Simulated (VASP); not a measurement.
Wanted: the native input for a VASP 6.6.1 run.

```yaml
Task: single point
Functional: PBE
Potentials_or_basis: VASP PAW PBE potentials, release 64 (Sn_d, O)
Cutoff: 520 eV
k_mesh: 8 × 8 × 6
Occupations: fermi-dirac, width 0.01 eV
Spin: no spin polarisation
Dipole_correction: no
Further_INCAR_settings: ALGO = Normal; EDIFF = 1e-06; NBANDS = 28
```

The structure of SnO lies in POSCAR:

```
SnO
1.0
    3.8520320533      0.0000000000      0.0000000000
    0.0000000000      3.8520320533      0.0000000000
    0.0000000000      0.0000000000      4.8996388769
Sn O
2 2
Direct
    0.0000000000      0.5000000000      0.2385000000
    0.5000000000      0.0000000000      0.7615000000
    0.0000000000      0.0000000000      0.0000000000
    0.5000000000      0.5000000000      0.0000000000
```

The input as run:

INCAR

```
PREC     = Accurate       # precision mode
ENCUT    = 520            # plane-wave cutoff, eV
EDIFF    = 1E-6           # SCF threshold, eV
ISMEAR   = -1             # smearing method
SIGMA    = 0.01           # smearing width, eV
LREAL    = False          # projectors in reciprocal space
LASPH    = True           # aspherical terms in the spheres
NELM     = 80             # most SCF steps
ALGO     = Normal         # electronic algorithm
ISIF     = 2              # what is computed and relaxed
LWAVE    = False          # write WAVECAR
LCHARG   = False          # write CHGCAR
GGA      = PE             # functional
NBANDS   = 28             # bands
```

KPOINTS

```
regular mesh
0
Gamma
  8 8 6
```

Potentials or basis: VASP PAW PBE potentials, release 64 (Sn_d, O).

Launch:

```bash
$ cat potpaw_PBE.64/Sn_d/POTCAR potpaw_PBE.64/O/POTCAR > POTCAR
$ mpirun -np 1 vasp_std > vasp.out
```

Results of the run:

```
Pressure               : 0.7 GPa
Largest force          : 0.102 eV/Å
Band gap on the k mesh : 0.17 eV (least direct gap 2.01 eV)
```

Caveat: semilocal functionals underestimate gaps, and a narrow one can read as zero; spin-orbit coupling is left out, which moves the levels of the heavy elements.

It took 2.8 min on 1 thread of Intel Xeon 8259CL (shared host), peak memory 0.24 GiB.
